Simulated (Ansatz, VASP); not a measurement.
## RbBr in VASP and in Ansatz

The input INCAR:

```
SYSTEM = RbBr
PREC = Accurate
ENCUT = 500
EDIFF = 1E-6
ISMEAR = 0
SIGMA = 0.1
LREAL = .FALSE.
LASPH = .TRUE.
NELM = 120
ALGO = Normal
ISIF = 2
LWAVE = .FALSE.
LCHARG = .TRUE.
GGA = PE
LELF = .TRUE.
LVHAR = .TRUE.
NBANDS = 15
GGA_COMPAT = .FALSE.
```

File KPOINTS:

```
Automatic mesh
0
G
  4 4 4
  0 0 0
```

The input POSCAR:

```
RbBr
1.0
    0.0000000000      3.4559502600      3.4559502600
    3.4559502600      0.0000000000      3.4559502600
    3.4559502600      3.4559502600      0.0000000000
Rb Br
1 1
Direct
    0.0000000000      0.0000000000      0.0000000000
    0.5000000000      0.5000000000      0.5000000000
```

Input for Ansatz:

```yaml
crystal:
  lattice:
    - [0.0, 3.45595, 3.45595]
    - [3.45595, 0.0, 3.45595]
    - [3.45595, 3.45595, 0.0]
  atoms:
    - { symbol: Rb, position: [0.0, 0.0, 0.0] }
    - { symbol: Br, position: [0.5, 0.5, 0.5] }
basis:
  ecutwfc: 420
kpoints:
  mp_grid: { grid: [4, 4, 4] }
hamiltonian:
  xc: pbe
scf:
  occupations: { method: gaussian, width: 0.1 }
output:
  forces: true
  stress: true
  eigenvalues: true
```

Alike in both runs: task single point; functional PBE; k mesh 4 × 4 × 4; occupations gaussian, width 0.1 eV; no spin polarisation.

|  | VASP | Ansatz |
| --- | --- | --- |
| version | VASP 6.6.1 | Ansatz 0.2.0 |
| potentials or method | VASP PAW PBE potentials, release 64 (Rb_sv, Br), cutoff 500 eV | scalar-relativistic, plane waves, PAW |
| valence electrons in the cell | 16 | 16 |

```csv
,VASP,Ansatz,Ansatz less VASP
gap on the k mesh at the Fermi level (eV),4.30,4.30,+0.003
least direct gap on the mesh (eV),4.30,4.30,+0.003
pressure (GPa),0.6,0.6,-0.02
```
